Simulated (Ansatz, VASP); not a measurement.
## Tl2GaAs3: VASP beside Ansatz

Contents of INCAR:

```
PREC     = Accurate       # precision mode
ENCUT    = 500            # plane-wave cutoff, eV
EDIFF    = 1E-7           # SCF threshold, eV
ISMEAR   = 0              # smearing method
SIGMA    = 0.1            # smearing width, eV
LREAL    = False          # projectors in reciprocal space
LASPH    = True           # aspherical terms in the spheres
NELM     = 120            # most SCF steps
ALGO     = Normal         # electronic algorithm
ISIF     = 3              # what is computed and relaxed
LWAVE    = False          # write WAVECAR
LCHARG   = False          # write CHGCAR
GGA      = PS             # functional
IBRION   = 2              # ionic algorithm
NSW      = 80             # ionic steps
EDIFFG   = -0.015         # ionic threshold
GGA_COMPAT= False        
NELMIN   = 4            
KPAR     = 4
```

KPOINTS

```
regular mesh
0
Gamma
  6 6 6
```

File POSCAR:

```
Tl2GaAs3
1.0
   -4.2490647498     -4.2490647498      0.0000000000
   -4.2490647498      4.2490647498      0.0000000000
    2.1245323749      2.1245323749     -9.1506815297
Tl Ga As
4 2 6
Direct
    0.1615217841      0.5000000000      0.3230435683
    0.6615217841      0.0000000000      0.3230435683
    0.8384782159      0.5000000000      0.6769564317
    0.3384782159      0.0000000000      0.6769564317
    0.5000000000      0.5000000000      0.0000000000
    1.0000000000      0.0000000000      0.0000000000
    1.0000000000      0.2500000000      0.5000000000
    0.5000000000      0.7500000000      0.5000000000
    0.1778036985      0.7500000000      0.8556073969
    0.6778036985      0.2500000000      0.8556073969
    0.8221963015      0.7500000000      0.1443926031
    0.3221963015      0.2500000000      0.1443926031
```

Input for Ansatz:

```yaml
crystal:
  lattice:
    - [-4.2490647498, -4.2490647498, 0.0]
    - [-4.2490647498, 4.2490647498, 0.0]
    - [2.1245323749, 2.1245323749, -9.1506815297]
  atoms:
    - { symbol: Tl, position: [0.1615217841, 0.5, 0.3230435683] }
    - { symbol: Tl, position: [0.6615217841, 0.0, 0.3230435683] }
    - { symbol: Tl, position: [0.8384782159, 0.5, 0.6769564317] }
    - { symbol: Tl, position: [0.3384782159, 0.0, 0.6769564317] }
    - { symbol: Ga, position: [0.5, 0.5, 0.0] }
    - { symbol: Ga, position: [1.0, 0.0, 0.0] }
    - { symbol: As, position: [1.0, 0.25, 0.5] }
    - { symbol: As, position: [0.5, 0.75, 0.5] }
    - { symbol: As, position: [0.1778036985, 0.75, 0.8556073969] }
    - { symbol: As, position: [0.6778036985, 0.25, 0.8556073969] }
    - { symbol: As, position: [0.8221963015, 0.75, 0.1443926031] }
    - { symbol: As, position: [0.3221963015, 0.25, 0.1443926031] }
basis:
  ecutwfc: 420
kpoints:
  mp_grid: { grid: [6, 6, 6] }
hamiltonian:
  xc: pbesol
scf:
  occupations: { method: gaussian, width: 0.1 }
output:
  forces: true
  stress: true
  eigenvalues: true
relax:
  adjacent_minimum: "off"
  f_tol: 0.015
  max_steps: 60
  cell: { stress_tol: 0.15 }
```

Alike in both runs: task relaxation of cell and atoms; functional PBEsol; k mesh 6 × 6 × 6; occupations gaussian, width 0.1 eV; no spin polarisation.

```csv
,VASP,Ansatz
version,VASP 6.6.1,Ansatz 0.2.0
potentials or method,"VASP PAW PBE potentials, release 64 (Tl_d, Ga_d, As), cutoff 500 eV","scalar-relativistic, plane waves, PAW"
valence electrons in the cell,108,168
```

```tsv
	VASP	Ansatz	Ansatz less VASP
gap on the k mesh at the Fermi level, each at its own relaxed structure (eV)	none	none	-
relaxed volume (Å³/atom)	27.54	27.54	0.000
relaxed cell length with the largest relative difference (Å)	9.631	9.631	0.0000
```

VASP's potentials were made for PBE, not for PBEsol. A gap of «none» marks a metal or a gap that the smearing closes. VASP's potentials hold 108 valence electrons a cell and Ansatz's 168, so a difference there can come from the potentials and not from the codes.

Neither program's run includes spin-orbit coupling. Noted on VASP's run: the relaxation stopped at its first step, so nothing moved.
